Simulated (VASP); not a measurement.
Write the native input for VASP 6.6.1 that does the following.

- Task: relaxation of cell and atoms
- Functional: PBE
- Potentials or basis: VASP PAW PBE potentials, release 64 (Zr_sv, B)
- Cutoff: 600 eV
- k mesh: 12 × 12 × 12
- Occupations: gaussian, width 0.1 eV
- Spin: no spin polarisation
- Dipole correction: no
- Further INCAR settings: ALGO = Normal; EDIFF = 1e-06; IBRION = 2; EDIFFG = -0.01; NSW = 100; ISIF = 3

The structure of ZrB2 lies in POSCAR:

```
ZrB2
1.0
   -2.2453473306      2.2453473306      3.1507829565
    2.2453473306     -2.2453473306      3.1507829565
    2.2453473306      2.2453473306     -3.1507829565
Zr B
2 4
Direct
    0.0593747822      0.0593747822      0.0000000000
    0.8093747822      0.3093747822      0.5000000000
    0.4591231317      0.6685797624      0.7905433693
    0.8780363932      0.6685797624      0.2094566307
    0.4185797624      0.7091231317      0.2905433693
    0.4185797624      0.1280363932      0.7094566307
```

The cell was built from a structure type or drawn by symmetry, and may not be a known phase.

These files were run (other wordings do the same):

INCAR

```
SYSTEM = ZrB2
PREC = Accurate
ENCUT = 600
EDIFF = 1E-6
ISMEAR = 0
SIGMA = 0.1
LREAL = .FALSE.
LASPH = .TRUE.
NELM = 80
ALGO = Normal
ISIF = 3
LWAVE = .FALSE.
LCHARG = .FALSE.
GGA = PE
IBRION = 2
NSW = 100
EDIFFG = -0.01
```

KPOINTS

```
regular mesh
0
G
  12 12 12
  0 0 0
```

Potentials or basis: VASP PAW PBE potentials, release 64 (Zr_sv, B).

Launch:

```bash
$ cat potpaw_PBE.64/Zr_sv/POTCAR potpaw_PBE.64/B/POTCAR > POTCAR
$ mpirun -np 1 vasp_std > vasp.out
```

It gave:

```yaml
Relaxed_volume: 10.59 Å³/atom
Relaxed_cell: a = 4.474 Å, b = 4.474 Å, c = 4.474 Å, α = 119.78°, β = 119.78°, γ = 90.38°
Space_group_after_relaxing_to_0.1_Å: I4_1md (No. 109)
Energy_gained_by_relaxing: 0.0 meV/atom
Ionic_steps: 2
Pressure_after_relaxing: 0.0 GPa
Largest_force_after_relaxing: 0.010 eV/Å
Band_gap_on_the_k_mesh: zero (bands 18 and 19 overlap by 0.54 eV)
```

Run time: 9 min on 1 thread of Intel Xeon 8259CL, on a shared host, peak memory 0.39 GiB.
